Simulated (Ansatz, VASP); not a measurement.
## Hf2Bi2O: VASP beside Ansatz

File INCAR:

```
  PREC = Accurate
  ENCUT = 600
  EDIFF = 1E-6
  ISMEAR = 0
  SIGMA = 0.1
  LREAL = False
  LASPH = True
  NELM = 100
  ALGO = Normal
  ISIF = 3
  LWAVE = False
  LCHARG = False
  GGA = PE
  IBRION = 2
  NSW = 90
  EDIFFG = -0.04
```

Contents of KPOINTS:

```
Automatic mesh
0
Gamma
  4 4 4
```

POSCAR

```
Hf2Bi2O
1.0
    4.3134174100      0.0000000000      0.0000000000
    0.0000000000      4.3134174100      0.0000000000
    0.0000000000      0.0000000000      6.7670964000
Hf Bi O
2 2 1
Direct
    0.0000000000      0.0000000000      0.3099920600
    0.0000000000      0.0000000000      0.6900079400
    0.5000000000      0.5000000000      0.0000000000
    0.5000000000      0.5000000000      0.5000000000
    0.0000000000      0.0000000000      0.0000000000
```

Input for Ansatz:

```yaml
crystal:
  lattice:
    - [4.31341741, 0.0, 0.0]
    - [0.0, 4.31341741, 0.0]
    - [0.0, 0.0, 6.7670964]
  atoms:
    - { symbol: Hf, position: [0.0, 0.0, 0.30999206] }
    - { symbol: Hf, position: [0.0, 0.0, 0.69000794] }
    - { symbol: Bi, position: [0.5, 0.5, 0.0] }
    - { symbol: Bi, position: [0.5, 0.5, 0.5] }
    - { symbol: O, position: [0.0, 0.0, 0.0] }
basis:
  ecutwfc: 420
kpoints:
  mp_grid: { grid: [4, 4, 4] }
hamiltonian:
  xc: pbe
scf:
  occupations: { method: gaussian, width: 0.1 }
  lower_state_search: "off"
output:
  forces: true
  stress: true
  eigenvalues: true
relax:
  adjacent_minimum: "off"
  f_tol: 0.04
  max_steps: 70
  cell: { stress_tol: 0.4 }
```

Alike in both runs: task relaxation of cell and atoms; functional PBE; k mesh 4 × 4 × 4; occupations gaussian, width 0.1 eV; no spin polarisation.

```csv
,VASP,Ansatz
version,VASP 6.6.1,Ansatz 0.2.0
potentials or method,"VASP PAW PBE potentials, release 64 (Hf_pv, Bi_d, O), cutoff 600 eV","scalar-relativistic, plane waves, PAW"
valence electrons in the cell,56,88
```

|  | VASP | Ansatz | Ansatz less VASP |
| --- | --- | --- | --- |
| gap on the k mesh at the Fermi level, each at its own relaxed structure (eV) | none | none | - |
| relaxed volume (Å³/atom) | 21.87 | 21.93 | +0.059 |
| relaxed length of the cell vector where the two differ most in proportion (Å) | 7.671 | 7.685 | +0.0139 |

A gap of «none» marks a metal or a gap that the smearing closes. VASP's potentials hold 56 valence electrons a cell and Ansatz's 88, so a difference there can come from the potentials and not from the codes.

The k mesh is coarse, so the values compare programs but aren't converged. Neither program's run includes spin-orbit coupling.
